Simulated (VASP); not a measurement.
Runs of VASP 6.6.1 on C. The structure is that of space group I4/mcm (No. 140), or close to it. The cells are those of the table. 

```csv
task,cell,k mesh,cutoff (eV),smearing,gap on the mesh (eV),pressure (GPa),largest force (eV/Å)
single point,"a = 4.075 Å, angles 105.3, 105.3, 118.1°, 8 atoms",8 × 8 × 8,520,gaussian 0.02 eV,3.07,0.5,0.01
relaxation of cell and atoms,"relaxed from a = 4.075 Å, angles 105.3, 105.3, 118.1°, 8 atoms",8 × 8 × 8,600,gaussian 0.02 eV,3.07,-0.1,0.01
relaxation of cell and atoms,"relaxed from a = 4.005 Å, angles 104.7, 104.7, 119.5°, 8 atoms",6 × 6 × 6,600,gaussian 0.1 eV,3.06,0.0,-
single point,"a = 4.005 Å, angles 104.7, 104.7, 119.5°, 8 atoms",6 × 6 × 6,520,gaussian 0.1 eV,3.10,(a),0.90
single point,"a = 4.075 Å, angles 105.3, 105.3, 118.1°, 8 atoms",6 × 6 × 6,520,gaussian 0.1 eV,3.06,0.5,0.01
```

Alike in all rows: level PBE; potentials or basis VASP PAW PBE potentials, release 64 (C); no spin polarisation.

Question: Estimate the missing entries.

Answer: (a) 27.3.

Caveats: the relaxation stopped at its first step, so nothing moved (some runs).

A k mesh can miss the band edges.
